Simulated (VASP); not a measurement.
**Sn2TeO3: relaxation of cell and atoms with PBE**

Sn2TeO3:

```
Sn Te O
1.0
     3.57000    0.00000    0.00000
     0.00000    3.96000    3.96000
     0.00000   -3.96000    3.96000
Sn Te O
2 1 3
Direct
  0.00000 0.00000 0.00000
  0.50000 0.50000 0.50000
  0.00000 0.67500 0.67500
  0.50000 0.19500 0.80500
  0.50000 0.80500 0.19500
  0.00000 0.30500 0.30500
```

```
Program                : VASP 6.6.1
Task                   : relaxation of cell and atoms
Functional             : PBE
Potentials or basis    : VASP PAW PBE potentials, release 64 (Sn_d, Te, O)
Cutoff                 : 600 eV
k mesh                 : 3 × 2 × 2
Occupations            : gaussian, width 0.15 eV
Spin                   : no spin polarisation
Dipole correction      : no
Further INCAR settings : ALGO = Normal; EDIFF = 1e-06; IBRION = 2; EDIFFG = -0.08; NSW = 36; ISIF = 3
```

The relaxed volume is 17.44 Å³/atom, the relaxed cell is a = 3.229 Å, b = 5.784 Å, c = 5.784 Å, α = 75.59°, β = 90.00°, γ = 90.00° and the space group after relaxing (to 0.1 Å) is Amm2 (No. 38). The energy gained by relaxing is 1065.1 meV/atom, the ionic steps are 19 and the pressure after relaxing is 0.1 GPa. The largest force after relaxing is 0.071 eV/Å and the band gap on the k mesh is zero (bands 26 and 27 overlap by 0.15 eV).

Forces in eV/Å, atoms in the order of the input:
```
Sn   0.000  0.000 -0.035
Sn   0.000  0.000  0.071
Te   0.000  0.000 -0.033
O    0.000  0.023  0.032
O    0.000 -0.023  0.032
O    0.000  0.000 -0.068
```

Stress tensor (GPa, compression positive):
```
0.15 0.00 0.00
0.00 0.07 0.00
0.00 0.00 0.20
```

The path:
| step | energy change (eV) | largest force (eV/Å) | pressure (GPa) | volume (Å³) |
| --- | --- | --- | --- | --- |
| 1 | 0.0000 | 13.8275 | 11.45 | 111.97 |
| 2 | -3.3432 | 1.6110 | -11.80 | 132.30 |
| 3 | -4.1643 | 2.6161 | -10.32 | 122.74 |
| 4 | -4.1694 | 2.6534 | -10.18 | 122.44 |
| 5 | -5.7413 | 0.8184 | -1.81 | 105.29 |
| 6 | -5.8342 | 1.0868 | 2.66 | 100.94 |
| 7 | -6.1411 | 0.7765 | 1.38 | 102.44 |
| 8 | -6.2749 | 0.4387 | 0.84 | 103.89 |
| 9 | -6.3441 | 0.3068 | -1.12 | 105.67 |
| 10 | -6.3467 | 0.3478 | -1.48 | 106.07 |
| 11 | -6.3654 | 0.3109 | 1.06 | 103.87 |
| 12 | -6.3680 | 0.2574 | 0.40 | 104.41 |
| 13 | -6.3801 | 0.2061 | 0.35 | 104.56 |
| 14 | -6.3804 | 0.2198 | 0.34 | 104.58 |
| 15 | -6.3844 | 0.1068 | -0.41 | 105.30 |
| 16 | -6.3844 | 0.1057 | -0.49 | 105.36 |
| 17 | -6.3877 | 0.0891 | -0.04 | 104.88 |
| 18 | -6.3881 | 0.1522 | 0.25 | 104.62 |
| 19 | -6.3904 | 0.0713 | 0.14 | 104.62 |

Final structure:
```xyz
6
Lattice="3.2287 0.0000 0.0000 0.0000 3.5447 4.5707 0.0000 -3.5447 4.5707" Properties=species:S:1:pos:R:3 pbc="T T T"
Sn    0.0000    0.0000    0.4063
Sn    1.6143    0.0000    3.9707
Te    0.0000    0.0000    6.4814
O     1.6143   -2.2236    4.6236
O     1.6143    2.2236    4.6236
O     0.0000    0.0000    2.5649
```

Levels at points of the mesh, in eV from the Fermi level:
```
           k point  band 23  band 24  band 25  band 26  band 27  band 28  band 29  band 30
(0.00, 0.00, 0.00)    -2.96    -2.88    -1.33    -0.32     1.92     2.55     2.61     3.25
(0.00, 0.50, 0.00)    -2.99    -2.55    -1.15     0.03     0.48     2.51     3.87     4.42
(0.00, 0.50, 0.50)    -2.97    -2.95    -1.21    -0.05     1.56     2.43     3.95     4.45
```

It took 7 min on 1 thread of Intel(R) Xeon(R) Platinum 8259CL CPU @ 2.50GHz (Skylake/Cascade Lake) (shared host), peak memory 0.28 GiB.

Caveat: the k points lie up to 0.65 Å⁻¹ apart in the final cell; semilocal functionals underestimate gaps, so a narrow gap can read as zero; spin-orbit coupling is left out, which moves the levels of the heavy elements; the relaxation stopped at a loose force limit of 0.08 eV/Å, so its end isn't a converged minimum.
